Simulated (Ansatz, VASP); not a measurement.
## Two plane-wave programs on BaZrO3

```xyz
5
Lattice="4.1913 0.0000 0.0000 0.0000 4.1913 0.0000 0.0000 0.0000 4.1913" Properties=species:S:1:pos:R:3 pbc="T T T"
Ba    0.0000    0.0000    0.0000
Zr    2.0957    2.0957    2.0957
O     2.0957    2.0957    0.0000
O     2.0957    0.0000    2.0957
O     0.0000    2.0957    2.0957
```

Alike in both runs: task relaxation of cell and atoms; functional RPBE; dispersion D3(BJ); k mesh 6 × 6 × 6; occupations fermi-dirac, width 0.05 eV; no spin polarisation.

|  | VASP | Ansatz |
| --- | --- | --- |
| version | VASP 6.6.1 | Ansatz 0.2.0 |
| potentials or method | VASP PAW PBE potentials, release 64 (Ba_sv, Zr_sv, O) | Ansatz PAW |
| plane-wave cutoff (eV) | 600 | 420 |
| valence electrons in the cell | 40 | 40 |

|  | VASP | Ansatz | Ansatz less VASP |
| --- | --- | --- | --- |
| gap on the k mesh at the Fermi level, each at its own relaxed structure (eV) | 3.41 | 3.49 | +0.076 |
| relaxed volume (Å³/atom) | 13.54 | 13.45 | -0.087 |
| relaxed length of the cell vector where the two differ most in proportion (Å) | 4.076 | 4.067 | -0.0088 |

VASP's potentials were made for PBE, not for RPBE.

Neither program's run includes spin-orbit coupling. Noted on Ansatz's run: the plane-wave basis is chosen anew once the cell has moved, so the energies of steps on either side of that aren't comparable.
